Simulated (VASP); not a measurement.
Write the native input for VASP 6.6.1 that does the following.

* Task: single point
* Functional: PBE
* Potentials or basis: VASP PAW PBE potentials, release 64 (Ga_d, Ge_d)
* Cutoff: 500 eV
* k mesh: 3 × 3 × 3
* Occupations: methfessel-paxton, width 0.1 eV
* Spin: no spin polarisation
* Dipole correction: no
* Further INCAR settings: ALGO = Normal; EDIFF = 1e-06; NBANDS = 20

The structure of GaGe lies in POSCAR:

```
GaGe
1.0
    0.0000000000      2.8978440000      2.8978440000
    2.8978440000      0.0000000000      2.8978440000
    2.8978440000      2.8978440000      0.0000000000
Ga Ge
1 1
Direct
    0.7500000000      0.7500000000      0.7500000000
    0.0000000000      0.0000000000      0.0000000000
```

The input as run:

INCAR

```
PREC = Accurate ; ENCUT = 500
EDIFF = 1E-6 ; ISMEAR = 1
SIGMA = 0.1 ; LREAL = F
LASPH = T ; NELM = 120
ALGO = Normal ; ISIF = 2
LWAVE = F ; LCHARG = F
GGA = PE ; NBANDS = 20
GGA_COMPAT = F
```

KPOINTS

```
Automatic mesh
0
Gamma
  3 3 3
```

Potentials or basis: VASP PAW PBE potentials, release 64 (Ga_d, Ge_d).

Launch:

```bash
$ cat potpaw_PBE.64/Ga_d/POTCAR potpaw_PBE.64/Ge_d/POTCAR > POTCAR
$ mpirun -np 1 vasp_std > vasp.out
```

It gave:

```
Pressure : 0.0 GPa
```

Caveat: the k points lie up to 0.63 Å⁻¹ apart.

Wall time 5.9 s on 1 thread of Intel Xeon 6975P-C, on a shared host, peak memory 0.16 GiB.
